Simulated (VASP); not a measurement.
Here is a VASP 6.6.1 calculation.

INCAR

```
SYSTEM = VN
PREC = Accurate ; ENCUT = 600
EDIFF = 1E-7 ; ISMEAR = -1
SIGMA = 0.1 ; LREAL = .FALSE.
LASPH = .TRUE. ; NELM = 200
ALGO = Normal ; ISIF = 3
LWAVE = .FALSE. ; LCHARG = .FALSE.
ISPIN = 2 ; MAGMOM = 1.5 0
LORBIT = 11 ; LMAXMIX = 4
LDAU = .TRUE. ; LDAUTYPE = 2
LDAUL = 2 -1 ; LDAUU = 1.92 0
LDAUJ = 0 0 ; LDAUPRINT = 1
GGA = PE ; IBRION = 2
NSW = 60 ; EDIFFG = -0.01
GGA_COMPAT = .FALSE. ; NELMIN = 4
```

Contents of KPOINTS:

```
Automatic mesh
0
G
  7 7 7
  0 0 0
```

File POSCAR:

```
VN
1.0
    0.0000000000      2.1716807800      2.1716807800
    2.1716807800      0.0000000000      2.1716807800
    2.1716807800      2.1716807800      0.0000000000
V N
1 1
Direct
    0.0000000000      0.0000000000      0.0000000000
    0.5000000000      0.5000000000      0.5000000000
```

Potentials or basis: VASP PAW PBE potentials, release 64 (V_sv, N).

Launch:

```sh
$ cat potpaw_PBE.64/V_sv/POTCAR potpaw_PBE.64/N/POTCAR > POTCAR
$ mpirun -np 1 vasp_std > vasp.out
```

Question: Predict the space group after relaxing (to 0.05 Å).

Answer: Fm-3m (No. 225).

Question: Predict the site moments.

Answer: V +1.35; N -0.05 μB.

Eigenvalues of the final occupation matrices:
```csv
site,spin,trace,eigenvalues
site 1 d,1,2.22,0.30 0.30 0.54 0.54 0.54
site 1 d,2,0.87,0.14 0.14 0.14 0.22 0.22
```

The state reached can hang on the start; a lower one may exist.
